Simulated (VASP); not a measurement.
Write the native input for VASP 6.6.1 that does the following.

```
Task                   : single point
Functional             : PBEsol
Potentials or basis    : VASP PAW PBE potentials, release 64 (Ta_pv, N)
Cutoff                 : 520 eV
k mesh                 : 18 × 18 × 16
Occupations            : gaussian, width 0.15 eV
Spin                   : no spin polarisation
Dipole correction      : no
Further INCAR settings : ALGO = Normal; EDIFF = 1e-06; NBANDS = 15
```

The structure of TaN lies in POSCAR:

```
TaN
1.0
    2.9606000000      0.0000000000      0.0000000000
   -1.4803000000      2.5639548105      0.0000000000
    0.0000000000      0.0000000000      2.9784000000
Ta N
1 1
Direct
    0.3333333333      0.6666666667      0.5000000000
    0.0000000000      0.0000000000      0.0000000000
```

These files were run (other wordings do the same):

INCAR

```
SYSTEM = TaN
PREC = Accurate
ENCUT = 520
EDIFF = 1E-6
ISMEAR = 0
SIGMA = 0.15
LREAL = .FALSE.
LASPH = .TRUE.
NELM = 60
ALGO = Normal
ISIF = 2
LWAVE = .FALSE.
LCHARG = .FALSE.
GGA = PS
NBANDS = 15
```

KPOINTS

```
Automatic mesh
0
G
  18 18 16
  0 0 0
```

Potentials or basis: VASP PAW PBE potentials, release 64 (Ta_pv, N).

Run with:

```sh
$ cat potpaw_PBE.64/Ta_pv/POTCAR potpaw_PBE.64/N/POTCAR > POTCAR
$ mpirun -np 1 vasp_std > vasp.out
```

Results of the run:

```
Pressure               : -19.5 GPa
Band gap on the k mesh : zero (band 8 reaches 7.92 eV, above the bottom of band 9 at 7.47 eV)
```

Caveat: the PAW data sets were made with another functional, which shifts forces and pressure a little; spin-orbit coupling is left out, which moves the levels of the heavy elements.

Run time: 28 s on 1 thread of Intel(R) Xeon(R) 6975P-C (Granite Rapids) (shared host), peak memory 0.23 GiB.
